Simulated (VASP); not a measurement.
The system is Te.

```
CELL_PARAMETERS angstrom
3.15419 0.00000 0.00000
-0.21732 3.14669 0.00000
-0.21732 -0.23285 3.13807
ATOMIC_POSITIONS crystal
Te 0.50000 0.50000 0.50000
```

Base run:

```yaml
Program: VASP 6.6.1
Functional: LDA
Potentials_or_basis: VASP PAW LDA potentials, release 64 (Te)
Cutoff: 500 eV
k_mesh: 6 × 6 × 6
Occupations: fermi-dirac, width 0.1 eV
Spin: no spin polarisation
```

Its results: band gap on the k mesh zero (band 3 reaches 9.36 eV, above the bottom of band 4 at 4.46 eV); pressure -1.5 GPa.

The run is repeated on the same cell with these changes: k mesh from 6 × 6 × 6 to 3 × 3 × 3. What comes out?

Band gap on the k mesh zero (band 3 reaches 8.94 eV, above the bottom of band 4 at 4.49 eV); pressure -6.7 GPa.

Caveats: some runs use coarse meshes; spin-orbit coupling is left out, which moves the levels of the heavy elements.
